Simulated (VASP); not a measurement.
Crystal: AlSiO2.

```
CELL_PARAMETERS angstrom
2.61239 0.00000 0.00000
-1.30619 2.26239 0.00000
0.00000 0.00000 4.30658
ATOMIC_POSITIONS crystal
Al 0.00000 0.00000 0.50000
Si 0.00000 0.00000 0.00000
O 0.66667 0.33333 0.20573
O 0.33333 0.66667 0.79427
```

- Program: VASP 6.6.1
- Task: relaxation of cell and atoms
- Functional: PBE
- Potentials or basis: VASP PAW PBE potentials, release 64 (Al, Si, O_h)
- Cutoff: 910 eV
- k mesh: 6 × 6 × 4
- Occupations: gaussian, width 0.1 eV
- Spin: no spin polarisation

At the start: pressure 242.0 GPa; volume 6.36 Å³/atom.

**Question.** Where does the relaxation end?

**Answer.** Over 13 steps the energy falls by 2920.3 meV/atom and the volume is 10.09 Å³/atom (+58.5 %); space group P-3m1 (No. 164, to 0.05 Å).

The path:
| step | energy change (eV) | largest force (eV/Å) | pressure (GPa) | volume (Å³) |
| --- | --- | --- | --- | --- |
| 1 | 0.0000 | 2.1652 | 242.04 | 25.45 |
| 2 | 1.7907 | 0.6219 | -74.98 | 79.47 |
| 3 | -9.8676 | 1.3360 | -16.52 | 45.82 |
| 4 | -9.9928 | 1.4113 | -5.76 | 43.59 |
| 5 | -9.9986 | 1.4298 | -2.84 | 43.05 |
| 6 | -10.5537 | 1.8108 | -5.82 | 42.47 |
| 7 | -11.5794 | 0.7824 | -4.76 | 40.26 |
| 8 | -11.5778 | 1.2605 | -6.78 | 40.70 |
| 9 | -11.5898 | 1.0713 | -6.00 | 40.52 |
| 10 | -11.3378 | 2.1673 | 27.05 | 37.37 |
| 11 | -11.6477 | 0.3021 | 2.97 | 39.48 |
| 12 | -11.6806 | 0.0260 | -0.59 | 40.47 |
| 13 | -11.6812 | 0.0138 | -0.16 | 40.35 |

Final structure:
```xyz
4
Lattice="2.7804 0.0000 0.0000 -1.3902 2.4079 0.0000 0.0000 0.0000 6.0265" Properties=species:S:1:pos:R:3 pbc="T T T"
Al    0.0000    0.0000    3.0133
Si    0.0000    0.0000    0.0000
O     1.3902    0.8026    0.8617
O     0.0000    1.6053    5.1648
```

Caveat: the k points lie up to 0.43 Å⁻¹ apart in the final cell; the cutoff is under 1.25 times the usual one of these potentials, so pressure, stress and relaxed cells hold a basis-set (Pulay) error; the volume moved by over 15 % at a fixed basis, so the end points are rough; an odd number of electrons without spin polarisation forces a metal; a magnetic or distorted state may lie lower.
